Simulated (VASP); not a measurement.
Here is a VASP 6.6.1 calculation.

File INCAR:

```
SYSTEM = MgB2
ALGO = Normal ; EDIFF = 1E-6
ENCUT = 520 ; GGA = PS
ISIF = 2 ; ISMEAR = -1
LASPH = .True. ; LCHARG = .False.
LREAL = .False. ; LWAVE = .False.
NBANDS = 11 ; NELM = 60
PREC = Accurate ; SIGMA = 0.15
```

Contents of KPOINTS:

```
k-points
0
Gamma
  18 18 12
  0 0 0
```

File POSCAR:

```
MgB2
1.0
    2.9954697620      0.0000000000      0.0000000000
   -1.4977348810      2.5941529101      0.0000000000
    0.0000000000      0.0000000000      3.3543998103
Mg B
1 2
Direct
    0.0000000000      0.0000000000      0.0000000000
    0.3333333333      0.6666666667      0.5000000000
    0.6666666667      0.3333333333      0.5000000000
```

Potentials or basis: VASP PAW PBE potentials, release 64 (Mg, B).

Launch:

```sh
$ cat potpaw_PBE.64/Mg/POTCAR potpaw_PBE.64/B/POTCAR > POTCAR
$ mpirun -np 1 vasp_std > vasp.out
```

Predict the band gap on the k mesh.

zero (band 4 reaches 7.99 eV, above the bottom of band 5 at 3.73 eV).

What does it give for the pressure?

15.1 GPa.

Stress tensor (GPa, compression positive):
```
15.22  0.00  0.00
 0.00 15.22  0.00
 0.00  0.00 14.97
```

Caveat: the PAW data sets were made with another functional, which shifts forces and pressure a little.
